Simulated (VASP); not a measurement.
# In (Immm) in VASP: notebook

The runs below take In through single point, with PBEsol.

Program: VASP 6.6.1. These are calculated values, not measurements. Logs are shortened: lines on timing, memory, paths and dates and some standing lists are left out, and cuts for length are marked.

## Step 1: The cell of the first run

Symmetry: Immm, No. 71, orthorhombic system. The conventional cell has a = 3.236 Å, b = 3.252 Å, c = 4.948 Å, α = 90.00°, β = 90.00°, γ = 90.00°. Within 4.3 Å of In (site symmetry mmm) lie 12 In at 3.24 to 3.37 Å.

## Step 2: Single point, PBEsol (strain -0.0050 x Voigt [1, 0, 0, 0, 0, 0])

INCAR reads:

```
SYSTEM = In
PREC = Accurate ; ENCUT = 520
EDIFF = 1E-7 ; ISMEAR = 0
SIGMA = 0.15 ; LREAL = .FALSE.
LASPH = .TRUE. ; NELM = 80
ALGO = Fast ; ISIF = 2
LWAVE = .FALSE. ; LCHARG = .FALSE.
GGA = PS ; NBANDS = 12
```

KPOINTS reads:

```
Automatic mesh
0
G
  20 20 20
  0 0 0
```

POSCAR reads:

```
In
1.0
   -1.6180192500      1.6261500000      2.4739500000
    1.6180192500     -1.6261500000      2.4739500000
    1.6180192500      1.6261500000     -2.4739500000
In
1
Direct
    0.0000000000      0.0000000000      0.0000000000
```

Potentials or basis: VASP PAW PBE potentials, release 64 (In_d).

Started as:

```bash
$ cat potpaw_PBE.64/In_d/POTCAR > POTCAR
$ mpirun -np 1 vasp_std > vasp.out
```

OUTCAR:

```text
SYSTEM = In
   PREC = Accurate
   ENCUT = 520
   EDIFF = 1E-7
   ISMEAR = 0
   LREAL = .FALSE.
   LASPH = .TRUE.
   NELM = 80
   ISIF = 2
   GGA = PS

 ion  position               nearest neighbor table
   1  0.000  0.000  0.000-

  LATTYP: Found a body centered orthorhombic cell.
 ALAT       =     3.2360385000
 B/A-ratio  =     1.0050251256
 C/A-ratio  =     1.5289991142

  Lattice vectors:

 A1 = (  -1.6180192500,   1.6261500000,   2.4739500000)
 A2 = (   1.6180192500,  -1.6261500000,   2.4739500000)
 A3 = (   1.6180192500,   1.6261500000,  -2.4739500000)

Analysis of symmetry for initial positions (statically):
=====================================================================
 Subroutine PRICEL returns:
 Original cell was already a primitive cell.

 Routine SETGRP: Setting up the symmetry group for a
 body centered orthorhombic supercell.

 Subroutine GETGRP returns: Found  8 space group operations
 (whereof  8 operations were pure point group operations)
 out of a pool of  8 trial point group operations.

The static configuration has the point symmetry D_2h.

Analysis of symmetry for dynamics (positions and initial velocities):
=====================================================================
 Subroutine PRICEL returns:
 Original cell was already a primitive cell.

 Routine SETGRP: Setting up the symmetry group for a
 body centered orthorhombic supercell.

 Subroutine GETGRP returns: Found  8 space group operations
 (whereof  8 operations were pure point group operations)
 out of a pool of  8 trial point group operations.

The dynamic configuration has the point symmetry D_2h.

 Subroutine INISYM returns: Found  8 space group operations
 (whereof  8 operations are pure point group operations),
 and found     1 'primitive' translations

----------------------------------------------------------------------------------------

                                     Primitive cell

  volume of cell :      26.0373

  direct lattice vectors                    reciprocal lattice vectors
    -1.618019250  1.626150000  2.473950000     0.000000000  0.307474710  0.202105944
     1.618019250 -1.626150000  2.473950000     0.309019809  0.000000000  0.202105944
     1.618019250  1.626150000 -2.473950000     0.309019809  0.307474710  0.000000000

  length of vectors
     3.373837388  3.373837388  3.373837388     0.367950418  0.369242542  0.435928824

  position of ions in fractional coordinates (direct lattice)
     0.000000000  0.000000000  0.000000000

  ion indices of the primitive-cell ions
   primitive index   ion index
                 1           1

----------------------------------------------------------------------------------------

 KPOINTS: Automatic mesh

Automatic generation of k-mesh.
 Grid dimensions read from file:
 generate k-points for:   20   20   20

 Generating k-lattice:

  Cartesian coordinates                     Fractional coordinates (reciprocal lattice)
     0.000000000  0.015373736  0.010105297     0.050000000  0.000000000 -0.000000000
     0.015450990  0.000000000  0.010105297     0.000000000  0.050000000 -0.000000000
     0.015450990  0.015373736  0.000000000     0.000000000  0.000000000  0.050000000

  Length of vectors
     0.018397521  0.018462127  0.021796441

  Shift w.r.t. Gamma in fractional coordinates (k-lattice)
     0.000000000  0.000000000  0.000000000

 Subroutine IBZKPT returns following result:
 ===========================================

 Found   1166 irreducible k-points:

 Following reciprocal coordinates:
            Coordinates               Weight
  0.000000  0.000000  0.000000      1.000000
  0.050000  0.000000  0.000000      4.000000
  0.100000 -0.000000  0.000000      4.000000
  0.150000  0.000000 -0.000000      4.000000
  0.200000 -0.000000  0.000000      4.000000
  0.250000  0.000000  0.000000      4.000000
[... 16 lines left out ...]
 -0.450000  0.050000 -0.000000      8.000000
 -0.400000  0.050000  0.000000      8.000000
 [... further k-points ...]
   k-points           NKPTS =   1166   k-points in BZ     NKDIM =   1166   number of bands    NBANDS=     12
   number of dos      NEDOS =    301   number of ions     NIONS =      1
   total plane-waves  NPLWV =  21952
   dimension x,y,z NGX =    28 NGY =   28 NGZ =   28
   dimension x,y,z NGXF=    56 NGYF=   56 NGZF=   56
   ions per type =               1
   NGX,Y,Z   is equivalent  to a cutoff of  13.80, 13.80, 13.80 a.u.
   NGXF,Y,Z  is equivalent  to a cutoff of  27.59, 27.59, 27.59 a.u.
 SYSTEM =  In
   PREC   = accura    normal or accurate (medium, high low for compatibility)
   ISTART =      0    job   : 0-new  1-cont  2-samecut
   ICHARG =      2    charge: 1-file 2-atom 10-const
   ISPIN  =      1    spin polarized calculation?
   LNONCOLLINEAR =      F non collinear calculations
   LSORBIT =      F    spin-orbit coupling
   LASPH  =      T    aspherical Exc in radial PAW
   ENCUT  =  520.0 eV  38.22 Ry    6.18 a.u.   6.27  6.27  6.27*2*pi/ulx,y,z
   NELM   =     80;   NELMIN=  2; NELMDL= -5     # of ELM steps
   EDIFF  = 0.1E-06   stopping-criterion for ELM
   LREAL  =      F    real-space projection
   EDIFFG = 0.1E-05   stopping-criterion for IOM
   NSW    =      0    number of steps for IOM
   IBRION =     -1    ionic relax: 0-MD 1-quasi-New 2-CG
   NFREE  =      0    steps in history (QN), initial steepest desc. (CG)
   ISIF   =      2    stress and relaxation
   ISYM   =      2    0-nonsym 1-usesym 2-fastsym
   POTIM  = 0.5000    time-step for ionic-motion
   TEBEG  =    0.0;   TEEND  =   0.0 temperature during run
   PSTRESS=    0.0 pullay stress
   NELECT =      13.0000    total number of electrons
   NUPDOWN=      -1.0000    fix difference up-down
   EMIN   =  10.00;   EMAX   =-10.00  energy-range for DOS
   EFERMI =   0.00;   METHOD = LEGACY
   ISMEAR =     0;   SIGMA  =   0.15  broadening in eV -4-tet -1-fermi 0-gaus
   EFERMI_NEDOS =   21; number of points for ismear=-14 and -15
   IALGO  =     68    algorithm
   IMIX   =      4    mixing-type and parameters
     AMIX     =   0.40;   BMIX     =  1.00
     AMIX_MAG =   1.60;   BMIX_MAG =  1.00
  volume/ion in A,a.u.               =      26.04       175.71
  Fermi-wavevector in a.u.,A,eV,Ry     =   1.298746  2.454274 22.949506  1.686741
  Thomas-Fermi vector in A             =   2.430054
   LORBIT       =      0    0 simple, 1 ext, 2 COOP (PROOUT), +10 PAW based schemes
   GGA     = PS    functional components
   LHFCALC =     F    Hartree Fock is set to
   AEXX    =    0.0000 exact exchange contribution
   IVDW    =     0    specifies the selected vdW correction
   LEPSILON=     F    determine dielectric tensor
   LRPA    =     F    only Hartree local field effects (RPA)
 non-spin polarized calculation
 RMM-DIIS sequential band-by-band and
 Gauss-broadening in eV      SIGMA  =   0.15
  energy-cutoff  :      520.00
  volume of cell :       26.04
 maximum number of plane-waves:       717
 NGX is ok and might be reduce to    28
   NGX = 13   NGY = 13   NGZ = 13

 number of electron      13.0000006 magnetization

 Free energy of the ion-electron system (eV)
  ---------------------------------------------------
  ext. energy  EPLUGINS =         0.00000000
  ---------------------------------------------------
  free energy    TOTEN  =        -2.98529731 eV

  energy without entropy =       -2.97994565  energy(sigma->0) =       -2.98262148

 E-fermi :   7.4023     XC(G=0): -10.4276

 val. band max:        7.3997913509   @ k =  -0.4000   0.4500   0.2500
 cond. band min:       7.4059055227   @ k =  -0.1000  -0.4000   0.1000
 fundamental gap:      0.0061141719
 Fermi energy:         7.4023126681

 k-point     1 :       0.0000    0.0000    0.0000
  band No.  band energies     occupation
      1      -7.2134      2.00000
      2      -7.1050      2.00000
      3      -7.0986      2.00000
      4      -7.0212      2.00000
      5      -6.9117      2.00000
      6      -2.1887      2.00000
      7      17.8938      0.00000
      8      18.0432      0.00000
      9      18.1390      0.00000
     10      19.0146      0.00000
     11      21.4211      0.00000
     12      21.4781      0.00000

 k-point     2 :       0.0500    0.0000    0.0000
  band No.  band energies     occupation
      1      -7.2094      2.00000
      2      -7.1051      2.00000
      3      -7.0945      2.00000
      4      -7.0205      2.00000
      5      -6.9133      2.00000
      6      -2.1339      2.00000
      7      17.1822      0.00000
      8      17.9173      0.00000
      9      17.9713      0.00000
     10      18.9045      0.00000
     11      21.6230      0.00000
     12      21.7560      0.00000

 k-point     3 :       0.1000   -0.0000    0.0000
  band No.  band energies     occupation
      1      -7.1993      2.00000
      2      -7.1063      2.00000
      3      -7.0833      2.00000
      4      -7.0163      2.00000
      5      -6.9174      2.00000
      6      -1.9688      2.00000
      7      15.6096      0.00000
      8      17.5332      0.00000
      9      17.7885      0.00000
     10      18.8509      0.00000
     11      21.6300      0.00000
     12      22.2058      0.00000

 k-point     4 :       0.1500    0.0000   -0.0000
  band No.  band energies     occupation
      1      -7.1881      2.00000
      2      -7.1108      2.00000
      3      -7.0683      2.00000
      4      -7.0034      2.00000
      5      -6.9212      2.00000
      6      -1.6917      2.00000
      7      13.8862      0.00000
      8      17.0648      0.00000
      9      17.5566      0.00000
     10      18.8231      0.00000
     11      20.9969      0.00000
     12      22.7942      0.00000

 k-point     5 :       0.2000   -0.0000    0.0000
  band No.  band energies     occupation
      1      -7.1811      2.00000
      2      -7.1203      2.00000
      3      -7.0554      2.00000
      4      -6.9772      2.00000
      5      -6.9198      2.00000
      6      -1.3004      2.00000
      7      12.1738      0.00000
      8      16.5816      0.00000
      9      17.3232      0.00000
     10      18.7952      0.00000
     11      20.4065      0.00000
     12      22.9884      0.00000
[... 228 lines left out ...]
      1      -7.2046      2.00000
      2      -7.1729      2.00000
      3      -7.0815      2.00000
      4      -6.8302      2.00000
      5      -6.7965      2.00000
      6       2.6718      2.00000
      7       4.5298      2.00000
      8      14.7971      0.00000
      9      16.0781      0.00000
     10      18.1452      0.00000
     11      19.0289      0.00000
     12      21.1277      0.00000

 k-point    22 :       0.5000    0.0500    0.0000
  band No.  band energies     occupation
      1      -7.2061      2.00000
      2      -7.1727      2.00000
      3      -7.0830      2.00000
      4      -6.8316      2.00000
      5      -6.7898      2.00000
      6       2.9922      2.00000
      7       4.1662      2.00000
      8      14.7082      0.00000
      9      16.1862      0.00000
     10      18.0663      0.00000
     11      19.1124      0.00000
     12      21.2845      0.00000

 k-point    23 :      -0.4500    0.0500   -0.0000
  band No.  band energies     occupation
      1      -7.2027      2.00000
      2      -7.1689      2.00000
      3      -7.0797      2.00000
      4      -6.8436      2.00000
      5      -6.7978      2.00000
      6       2.1072      2.00000
      7       5.2245      2.00000
      8      14.7122      0.00000
      9      16.3330      0.00000
     10      18.1148      0.00000
     11      19.2724      0.00000
     12      21.4019      0.00000

 k-point    24 :      -0.4000    0.0500    0.0000
  band No.  band energies     occupation
      1      -7.1948      2.00000
      2      -7.1622      2.00000
      3      -7.0724      2.00000
      4      -6.8646      2.00000
      5      -6.8195      2.00000
      6       1.1973      2.00000
      7       6.5234      2.00000
      8      14.8122      0.00000
      9      16.4909      0.00000
     10      18.3057      0.00000
     11      19.5118      0.00000
     12      21.3031      0.00000

 [... further k-points ...]

------------------------ aborting loop because EDIFF is reached ----------------------------------------

  FORCE on cell =-STRESS in cart. coord.  units (eV):
  Direction    XX          YY          ZZ          XY          YZ          ZX
  --------------------------------------------------------------------------------------
  -------------------------------------------------------------------------------------
  Total       -0.1081181     -0.1156770     -0.1539050      0.0000000      0.0000000      0.0000000
  in kB       -6.6529421     -7.1180717     -9.4703968      0.0000000      0.0000000      0.0000000
  external PRESSURE =      -7.7471369 kB  Pullay stress =       0.0000000 kB

 VOLUME and BASIS-vectors are now :
 -----------------------------------------------------------------------------
  energy-cutoff  :      520.00
  volume of cell :       26.04
      direct lattice vectors                 reciprocal lattice vectors
    -1.618019250  1.626150000  2.473950000     0.000000000  0.307474710  0.202105944
     1.618019250 -1.626150000  2.473950000     0.309019809  0.000000000  0.202105944
     1.618019250  1.626150000 -2.473950000     0.309019809  0.307474710  0.000000000

 POSITION                                       TOTAL-FORCE (eV/Angst)
 -----------------------------------------------------------------------------------
      0.00000      0.00000      0.00000         0.000000      0.000000      0.000000
 -----------------------------------------------------------------------------------
    total drift:                               -0.000000     -0.000000     -0.000000

  FREE ENERGIE OF THE ION-ELECTRON SYSTEM (eV)
  ---------------------------------------------------
  free  energy   TOTEN  =        -2.9852973118 eV

  energy  without entropy=       -2.9799456491  energy(sigma->0) =       -2.98262148
```

It took 14 min on 1 thread of Intel Xeon 8259CL, shared host; peak memory 0.45 GiB.

What came out:

| Item | Value |
| --- | --- |
| Free energy | -2.9853 eV |
| Pressure | -0.8 GPa |
| Band gap on the k mesh | zero (an odd number of electrons rules out a gap without spin polarisation) |

Stress tensor (GPa, compression positive):
```
-0.67  0.00  0.00
 0.00 -0.71  0.00
 0.00  0.00 -0.95
```

Caveat: the cell differs from its parent crystal (strain -0.0050 x Voigt [1, 0, 0, 0, 0, 0]); the PAW data sets were made with another functional, which shifts forces and pressure a little; spin-orbit coupling is left out, which moves the levels of the heavy elements.

## Step 3: Single point, PBEsol (strain +0.0050 x Voigt [1, 0, 0, 0, 0, 0])

INCAR reads:

```
ALGO = Fast ; EDIFF = 1E-6
ENCUT = 520 ; GGA = PS
ISIF = 2 ; ISMEAR = 0
LASPH = T ; LCHARG = F
LREAL = F ; LWAVE = F
NBANDS = 12 ; NELM = 100
PREC = Accurate ; SIGMA = 0.15
```

KPOINTS reads:

```
k-points
0
Gamma
  20 20 20
```

POSCAR reads:

```
In
1.0
   -1.6342807500      1.6261500000      2.4739500000
    1.6342807500     -1.6261500000      2.4739500000
    1.6342807500      1.6261500000     -2.4739500000
In
1
Direct
    0.0000000000      0.0000000000      0.0000000000
```

Potentials or basis: VASP PAW PBE potentials, release 64 (In_d).

Started as:

```bash
$ cat potpaw_PBE.64/In_d/POTCAR > POTCAR
$ mpirun -np 1 vasp_std > vasp.out
```

OUTCAR:

```text
EDIFF = 1E-6
   ENCUT = 520
   GGA = PS
   ISIF = 2
   ISMEAR = 0
   LASPH = T
   LREAL = F
   NELM = 100
   PREC = Accurate

 ion  position               nearest neighbor table
   1  0.000  0.000  0.000-

  LATTYP: Found a body centered orthorhombic cell.
 ALAT       =     3.2523000000
 B/A-ratio  =     1.0050000000
 C/A-ratio  =     1.5213541186

  Lattice vectors:

 A1 = (   1.6342807500,  -1.6261500000,  -2.4739500000)
 A2 = (  -1.6342807500,   1.6261500000,  -2.4739500000)
 A3 = (   1.6342807500,   1.6261500000,   2.4739500000)
[... 541 lines left out ...]

 [... further k-points ...]

------------------------ aborting loop because EDIFF is reached ----------------------------------------

  FORCE on cell =-STRESS in cart. coord.  units (eV):
  Direction    XX          YY          ZZ          XY          YZ          ZX
  --------------------------------------------------------------------------------------
  -------------------------------------------------------------------------------------
  Total       -0.1767135     -0.1670717     -0.2070757     -0.0000000      0.0000000      0.0000000
  in kB      -10.7656964    -10.1782988    -12.6154159     -0.0000000      0.0000000      0.0000000
  external PRESSURE =     -11.1864704 kB  Pullay stress =       0.0000000 kB

 VOLUME and BASIS-vectors are now :
 -----------------------------------------------------------------------------
  energy-cutoff  :      520.00
  volume of cell :       26.30
      direct lattice vectors                 reciprocal lattice vectors
    -1.634280750  1.626150000  2.473950000     0.000000000  0.307474710  0.202105944
     1.634280750 -1.626150000  2.473950000     0.305944985  0.000000000  0.202105944
     1.634280750  1.626150000 -2.473950000     0.305944985  0.307474710  0.000000000

 POSITION                                       TOTAL-FORCE (eV/Angst)
 -----------------------------------------------------------------------------------
      0.00000      0.00000      0.00000         0.000000      0.000000      0.000000
 -----------------------------------------------------------------------------------
    total drift:                               -0.000000     -0.000000     -0.000000

  FREE ENERGIE OF THE ION-ELECTRON SYSTEM (eV)
  ---------------------------------------------------
  free  energy   TOTEN  =        -2.9839763234 eV

  energy  without entropy=       -2.9787440555  energy(sigma->0) =       -2.98136019
```

OSZICAR:

```text
N       E                     dE             d eps       ncg     rms          rms(c)
DAV:   1     0.776732850973E+02    0.77673E+02   -0.62487E+03 28520   0.137E+03
DAV:   2     0.706991871877E+00   -0.76966E+02   -0.74915E+02 29356   0.289E+02
DAV:   3    -0.293991806610E+01   -0.36469E+01   -0.36347E+01 33272   0.637E+01
DAV:   4    -0.302240269265E+01   -0.82485E-01   -0.82456E-01 35432   0.957E+00
DAV:   5    -0.302616098914E+01   -0.37583E-02   -0.37582E-02 38756   0.179E+00    0.225E+00
RMM:   6    -0.299082292932E+01    0.35338E-01   -0.45984E-02 34381   0.339E+00    0.116E+00
RMM:   7    -0.298434949093E+01    0.64734E-02   -0.15691E-02 33232   0.161E+00    0.286E-01
RMM:   8    -0.298391368057E+01    0.43581E-03   -0.19799E-03 40782   0.652E-01    0.757E-02
RMM:   9    -0.298396818601E+01   -0.54505E-04   -0.58922E-04 43498   0.240E-01    0.423E-02
RMM:  10    -0.298397077135E+01   -0.25853E-05   -0.14171E-04 38350   0.208E-01    0.668E-03
RMM:  11    -0.298397514503E+01   -0.43737E-05   -0.65300E-05 44825   0.887E-02    0.134E-02
RMM:  12    -0.298397554356E+01   -0.39853E-06   -0.17459E-05 39092   0.563E-02    0.294E-03
RMM:  13    -0.298397632339E+01   -0.77983E-06   -0.47561E-06 24331   0.214E-02
   1 F= -.29839763E+01 E0= -.29813602E+01  d E =-.523227E-02
```

Wall time 11 min (1 thread of Intel Xeon 8259CL, shared host); peak memory 0.45 GiB.

Results:

- Free energy: -2.9840 eV
- Pressure: -1.1 GPa
- Band gap on the k mesh: zero (an odd number of electrons rules out a gap without spin polarisation)

Stress tensor (GPa, compression positive):
```
-1.08  0.00  0.00
 0.00 -1.02  0.00
 0.00  0.00 -1.26
```

Levels at points of the mesh, in eV from the Fermi level:
| k point | band 4 | band 5 | band 6 | band 7 | band 8 | band 9 |
| --- | --- | --- | --- | --- | --- | --- |
| (0.00, 0.00, 0.00) | -14.41 | -14.31 | -9.52 | 10.41 | 10.55 | 10.64 |
| (0.50, 0.00, 0.00) | -14.22 | -14.18 | -4.28 | -3.35 | 7.53 | 9.02 |
| (0.00, 0.50, 0.00) | -14.22 | -14.19 | -4.34 | -3.37 | 7.53 | 9.12 |
| (0.50, 0.50, 0.00) | -14.20 | -14.12 | -1.95 | -1.69 | 3.52 | 3.93 |
| (0.50, 0.50, 0.50) | -14.18 | -14.17 | -2.91 | -2.64 | 4.61 | 4.75 |

Caveat: the cell differs from its parent crystal (strain +0.0050 x Voigt [1, 0, 0, 0, 0, 0]); the PAW data sets were made with another functional, which shifts forces and pressure a little; spin-orbit coupling is left out, which moves the levels of the heavy elements.
